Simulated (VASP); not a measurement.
# SrTiO3 (Pm-3m) in VASP: vibrations by perturbation theory with LDA

Aim: the vibrations by perturbation theory of SrTiO3 with LDA.

All numbers are computed with VASP 6.6.1; they aren't measurements. Logs are shortened: lines on timing, memory, paths and dates and some standing lists are left out, and cuts for length are marked.

## 1. The cell of the first run

The structure is cubic, space group Pm-3m (No. 221). Conventional cell: a = 3.908 Å, b = 3.908 Å, c = 3.908 Å, α = 90.00°, β = 90.00°, γ = 90.00°. Sr (site symmetry m-3m) has 12 O at 2.76 Å and 8 Ti at 3.38 Å within 3.6 Å. Ti (site symmetry m-3m) has 6 O at 1.95 Å within 2.6 Å. O (site symmetry 4/mmm) has 2 Ti at 1.95 Å within 2.6 Å.

## 2. Vibrations by perturbation theory, LDA

File INCAR:

```
SYSTEM = SrTiO3
PREC = Accurate
ENCUT = 520
EDIFF = 1E-8
ISMEAR = 0
SIGMA = 0.01
LREAL = .False.
LASPH = .True.
NELM = 60
ALGO = Normal
ISIF = 2
LWAVE = .False.
LCHARG = .False.
NBANDS = 28
IBRION = 8
NSW = 1
LEPSILON = .True.
```

File KPOINTS:

```
regular mesh
0
Gamma
  8 8 8
  0 0 0
```

File POSCAR:

```
SrTiO3
1.0
    3.9075129701      0.0000000000      0.0000000000
    0.0000000000      3.9075129701      0.0000000000
    0.0000000000      0.0000000000      3.9075129701
Sr Ti O
1 1 3
Direct
    0.0000000000      0.0000000000      0.0000000000
    0.5000000000      0.5000000000      0.5000000000
    0.5000000000      0.0000000000      0.5000000000
    0.5000000000      0.5000000000      0.0000000000
    0.0000000000      0.5000000000      0.5000000000
```

Potentials or basis: VASP PAW LDA potentials, release 64 (Sr_sv, Ti_sv, O).

Command:

```console
cat potpaw_LDA.64/Sr_sv/POTCAR potpaw_LDA.64/Ti_sv/POTCAR potpaw_LDA.64/O/POTCAR > POTCAR
mpirun -np 1 vasp_std > vasp.out
```

OUTCAR:

```text
SYSTEM = SrTiO3
   PREC = Accurate
   ENCUT = 520
   EDIFF = 1E-8
   ISMEAR = 0
   LREAL = .False.
   LASPH = .True.
   NELM = 60
   ISIF = 2
   IBRION = 8
   NSW = 1
   LEPSILON = .True.

 ion  position               nearest neighbor table
   1  0.000  0.000  0.000-   3 2.76   4 2.76   5 2.76   3 2.76   5 2.76   4 2.76   5 2.76   5 2.76
                             3 2.76   4 2.76   3 2.76   4 2.76   2 3.38   2 3.38   2 3.38   2 3.38
   2  0.500  0.500  0.500-   3 1.95   4 1.95   5 1.95   4 1.95   3 1.95   5 1.95   1 3.38   1 3.38
                             1 3.38   1 3.38   1 3.38   1 3.38   1 3.38   1 3.38
   3  0.500  0.000  0.500-   2 1.95   2 1.95   1 2.76   1 2.76   1 2.76   1 2.76
   4  0.500  0.500  0.000-   2 1.95   2 1.95   1 2.76   1 2.76   1 2.76   1 2.76
   5  0.000  0.500  0.500-   2 1.95   2 1.95   1 2.76   1 2.76   1 2.76   1 2.76

  LATTYP: Found a simple cubic cell.
 ALAT       =     3.9075129701

  Lattice vectors:

 A1 = (   3.9075129701,   0.0000000000,   0.0000000000)
 A2 = (   0.0000000000,   3.9075129701,   0.0000000000)
 A3 = (   0.0000000000,   0.0000000000,   3.9075129701)

Analysis of symmetry for initial positions (statically):
=====================================================================
 Subroutine PRICEL returns:
 Original cell was already a primitive cell.

 Routine SETGRP: Setting up the symmetry group for a
 simple cubic supercell.

 Subroutine GETGRP returns: Found 48 space group operations
 (whereof 48 operations were pure point group operations)
 out of a pool of 48 trial point group operations.

The static configuration has the point symmetry O_h .

Analysis of symmetry for dynamics (positions and initial velocities):
=====================================================================
 Subroutine PRICEL returns:
 Original cell was already a primitive cell.

 Routine SETGRP: Setting up the symmetry group for a
 simple cubic supercell.

 Subroutine GETGRP returns: Found 48 space group operations
 (whereof 48 operations were pure point group operations)
 out of a pool of 48 trial point group operations.

The dynamic configuration has the point symmetry O_h .

 Subroutine INISYM returns: Found 48 space group operations
 (whereof 48 operations are pure point group operations),
 and found     1 'primitive' translations

----------------------------------------------------------------------------------------

                                     Primitive cell

  volume of cell :      59.6625

  direct lattice vectors                    reciprocal lattice vectors
     3.907512970  0.000000000  0.000000000     0.255917257  0.000000000  0.000000000
     0.000000000  3.907512970  0.000000000     0.000000000  0.255917257  0.000000000
     0.000000000  0.000000000  3.907512970     0.000000000  0.000000000  0.255917257

  length of vectors
     3.907512970  3.907512970  3.907512970     0.255917257  0.255917257  0.255917257

  position of ions in fractional coordinates (direct lattice)
     0.000000000  0.000000000  0.000000000
     0.500000000  0.500000000  0.500000000
     0.500000000  0.000000000  0.500000000
     0.500000000  0.500000000  0.000000000
     0.000000000  0.500000000  0.500000000

  ion indices of the primitive-cell ions
   primitive index   ion index
                 1           1
                 2           2
                 3           3
                 4           4
                 5           5

----------------------------------------------------------------------------------------

[... 924 lines left out ...]
     0.00868  0.00000  0.00000           ( -0.00005  0.00000  0.00000)
     0.00000  0.00868  0.00000           (  0.00000 -0.00005  0.00000)
     0.00000 -0.00000 -0.01543           (  0.00000  0.00000  0.00034)

 PIEZOELECTRIC TENSOR FIELD DIRECTION 3  (C/m^2)
 -----------------------------------------------------------------------------
     0.00233  0.00000  0.00000
     0.00000  0.00233  0.00000
     0.00000 -0.00000 -0.00414

[... ionic steps 4 to 9 ...]

--------------------------------------- Ionic step       10  -------------------------------------------

------------------------ aborting loop because EDIFF is reached ----------------------------------------

--------------------------------------- Ionic step       11  -------------------------------------------

 Free energy of the ion-electron system (eV)
  ---------------------------------------------------
  ---------------------------------------------------
  free energy    TOTEN  =        -0.36916916 eV

  energy without entropy =       -0.36916916

------------------------ aborting loop because EDIFF is reached ----------------------------------------

 INTERNAL STRAIN TENSOR  FOR ION    3  DIRECTION 2   (eV/Angst):
 -----------------------------------------------------------------------------
    -0.00958  0.00000  0.00000
     0.00000  0.01293  0.00000
     0.00000  0.00000 -0.00958

 MACROSCOPIC STATIC DIELECTRIC TENSOR (including local field effects in DFT)
 ------------------------------------------------------
           6.425030     0.000000     0.000000
           0.000000     6.425030     0.000000
           0.000000     0.000000     6.425030
 ------------------------------------------------------

 PIEZOELECTRIC TENSOR (including local field effects)  for field in x, y, z        (e  Angst)
          XX          YY          ZZ          XY          YZ          ZX
  --------------------------------------------------------------------------------
  x     0.00000     0.00000     0.00000     0.00000     0.00000     0.00000
  y     0.00000     0.00000     0.00000     0.00000     0.00000     0.00000
  z     0.00000     0.00000     0.00000     0.00000     0.00000     0.00000

 PIEZOELECTRIC TENSOR (including local field effects)  for field in x, y, z        (C/m^2)
          XX          YY          ZZ          XY          YZ          ZX
  --------------------------------------------------------------------------------
  x     0.00000     0.00000     0.00000     0.00000     0.00000     0.00000
  y     0.00000     0.00000     0.00000     0.00000     0.00000     0.00000
  z     0.00000     0.00000     0.00000     0.00000     0.00000     0.00000

 BORN EFFECTIVE CHARGES (including local field effects) (in |e|, cummulative output)
 ---------------------------------------------------------------------------------
 ion    1
    1     2.54429     0.00000    -0.00000
    2     0.00000     2.54429     0.00000
    3     0.00000     0.00000     2.54429
 ion    2
    1     7.37792    -0.00000     0.00000
    2     0.00000     7.37792    -0.00000
    3    -0.00000    -0.00000     7.37792
 ion    3
    1    -2.05012    -0.00000     0.00000
    2     0.00000    -5.82197     0.00000
    3     0.00000     0.00000    -2.05012
 ion    4
    1    -2.05012    -0.00000    -0.00000
    2     0.00000    -2.05012     0.00000
    3     0.00000     0.00000    -5.82197
 ion    5
    1    -5.82197     0.00000     0.00000
    2    -0.00000    -2.05012     0.00000
    3    -0.00000     0.00000    -2.05012

 INTERNAL STRAIN TENSOR FOR ION    5 for displacements in x,y,z  (eV/Angst):
          X           Y           Z          XY          YZ          ZX
  --------------------------------------------------------------------------------
  x     0.00000     0.00000     0.00000     0.00000     0.00000     0.00000
  y     0.00000     0.00000     0.00000     0.00000     0.00000     0.00000
  z     0.00000     0.00000     0.00000     0.00000     0.00000     0.00000

 SECOND DERIVATIVES (NOT SYMMETRIZED)
 ------------------------------------
               1X          1Y          1Z          2X          2Y          2Z          3X          3Y          3Z          4X          4Y          4Z          5X          5Y          5Z
  1X    -3.150774    0.000000   -0.000000    2.943049    0.000000   -0.000000   -0.497887    0.000000    0.000000   -0.497887    0.000000   -0.000000    1.203499   -0.000000    0.000000
  1Y     0.000000   -3.150774    0.000000    0.000000    2.943049    0.000000   -0.000000    1.203499   -0.000000    0.000000   -0.497887    0.000000    0.000000   -0.497887   -0.000000
  1Z     0.000000    0.000000   -3.150774   -0.000000   -0.000000    2.943049   -0.000000   -0.000000   -0.497887   -0.000000   -0.000000    1.203499   -0.000000   -0.000000   -0.497887
  2X     2.928907    0.000000    0.000000   -1.573660   -0.000000    0.000000   -0.037172    0.000000    0.000000   -0.037172    0.000000   -0.000000   -1.280903    0.000000    0.000000
  2Y     0.000000    2.928907    0.000000   -0.000000   -1.573660    0.000000    0.000000   -1.280903   -0.000000    0.000000   -0.037172   -0.000000    0.000000   -0.037172   -0.000000
  2Z     0.000000    0.000000    2.928907    0.000000    0.000000   -1.573660    0.000000   -0.000000   -0.037172   -0.000000   -0.000000   -1.280903   -0.000000    0.000000   -0.037172
  3X    -0.498118    0.000000    0.000000   -0.037900    0.000000    0.000000   -3.915240    0.000000    0.000000   -0.897121    0.000000    0.000000    5.348379    0.000000    0.000000
  3Y     0.000000    1.204884    0.000000   -0.000000   -1.287989    0.000000   -0.000000  -10.618527   -0.000000   -0.000000    5.350816    0.000000   -0.000000    5.350816   -0.000000
  3Z     0.000000    0.000000   -0.498118    0.000000    0.000000   -0.037900    0.000000    0.000000   -3.915240    0.000000    0.000000    5.348379    0.000000    0.000000   -0.897121
  4X    -0.498118    0.000000    0.000000   -0.037900    0.000000    0.000000   -0.897121    0.000000    0.000000   -3.915240    0.000000    0.000000    5.348379    0.000000    0.000000
  4Y     0.000000   -0.498118    0.000000    0.000000   -0.037900    0.000000    0.000000    5.348379    0.000000    0.000000   -3.915240    0.000000    0.000000   -0.897121    0.000000
  4Z    -0.000000    0.000000    1.204884   -0.000000    0.000000   -1.287989    0.000000   -0.000000    5.350816    0.000000   -0.000000  -10.618527    0.000000   -0.000000    5.350816
  5X     1.204884    0.000000    0.000000   -1.287989   -0.000000    0.000000    5.350816   -0.000000   -0.000000    5.350816    0.000000    0.000000  -10.618527   -0.000000   -0.000000
  5Y     0.000000   -0.498118    0.000000    0.000000   -0.037900    0.000000    0.000000    5.348379    0.000000    0.000000   -0.897121    0.000000    0.000000   -3.915240    0.000000
  5Z     0.000000    0.000000   -0.498118    0.000000    0.000000   -0.037900    0.000000    0.000000   -0.897121    0.000000    0.000000    5.348379    0.000000    0.000000   -3.915240

 Eigenvectors and eigenvalues of the dynamical matrix
 ----------------------------------------------------

   1 f  =   15.568321 THz    97.818649 2PiTHz  519.303307 cm-1    64.385375 meV
             X         Y         Z           dx          dy          dz
      0.000000  0.000000  0.000000     0.039726    0.009060   -0.000000
      1.953756  1.953756  1.953756    -0.039632   -0.009038   -0.000000
      1.953756  0.000000  1.953756     0.389175   -0.183081   -0.000000
      1.953756  1.953756  0.000000     0.389175    0.088752    0.000000
      0.000000  1.953756  1.953756    -0.802808    0.088752   -0.000000
[... 105 lines left out ...]
  15 f/i=    3.112252 THz    19.554855 2PiTHz  103.813547 cm-1    12.871234 meV
             X         Y         Z           dx          dy          dz
      0.000000  0.000000  0.000000    -0.172643    0.159635    0.104885
      1.953756  1.953756  1.953756    -0.326008    0.301445    0.198057
      1.953756  0.000000  1.953756     0.324057   -0.297494   -0.196871
      1.953756  1.953756  0.000000     0.324057   -0.299641   -0.195461
      0.000000  1.953756  1.953756     0.321735   -0.299641   -0.196871

--------------------------------------------------------------------------------------------------------

 MACROSCOPIC STATIC DIELECTRIC TENSOR IONIC CONTRIBUTION
 ------------------------------------------------------
           4.945520     0.000000     0.000000
           0.000000     4.945520    -0.000000
           0.000000    -0.000000     4.945520
 ------------------------------------------------------

 ELASTIC MODULI CONTR FROM IONIC RELAXATION (kBar)
 Direction    XX          YY          ZZ          XY          YZ          ZX
 --------------------------------------------------------------------------------
 XX           0.0000      0.0000      0.0000      0.0000      0.0000      0.0000
 YY           0.0000      0.0000      0.0000      0.0000      0.0000      0.0000
 ZZ           0.0000      0.0000      0.0000      0.0000      0.0000      0.0000
 XY           0.0000      0.0000      0.0000      0.0000      0.0000      0.0000
 YZ           0.0000      0.0000      0.0000      0.0000      0.0000      0.0000
 ZX           0.0000      0.0000      0.0000      0.0000      0.0000      0.0000
 --------------------------------------------------------------------------------

 PIEZOELECTRIC TENSOR IONIC CONTR  for field in x, y, z        (C/m^2)
          XX          YY          ZZ          XY          YZ          ZX
  --------------------------------------------------------------------------------
  x     0.00000     0.00000     0.00000     0.00000     0.00000     0.00000
  y     0.00000     0.00000     0.00000     0.00000     0.00000     0.00000
  z     0.00000     0.00000     0.00000     0.00000     0.00000     0.00000
```

Run time: 32 min. Hardware: 1 thread of AMD EPYC 9R45 (Zen 5), shared host; peak memory 0.59 GiB.

What came out:

| Property | Result |
| --- | --- |
| Electronic dielectric tensor (diagonal) | 6.43 |
| Born charges (mean of the diagonal) | Sr +2.54; Ti +7.38; O -3.31 e |
| Highest phonon frequency at Γ, LO-TO splitting left out | 519 cm⁻¹ |
| Most unstable mode | 104i cm⁻¹ |

Phonon frequencies in cm⁻¹ (negative: imaginary):
```tsv
q point	frequencies
(0.000, 0.000, 0.000)	-104 -104 -104 0 0 0 149 149 149 226 226 226 519 519 519
```

Electronic dielectric tensor:
```
6.43 0.00 0.00
0.00 6.43 0.00
0.00 0.00 6.43
```

Born effective charge tensors (e):
atom 1, Sr
```
2.54 0.00 0.00
0.00 2.54 0.00
0.00 0.00 2.54
```
atom 2, Ti
```
7.38 0.00 0.00
0.00 7.38 0.00
0.00 0.00 7.38
```
atom 3, O
```
-2.05  0.00  0.00
 0.00 -5.82  0.00
 0.00  0.00 -2.05
```
atom 4, O
```
-2.05  0.00  0.00
 0.00 -2.05  0.00
 0.00  0.00 -5.82
```
atom 5, O
```
-5.82  0.00  0.00
 0.00 -2.05  0.00
 0.00  0.00 -2.05
```

Caveat: the cell stands under pressure or tension, which shifts response properties; some modes are imaginary.
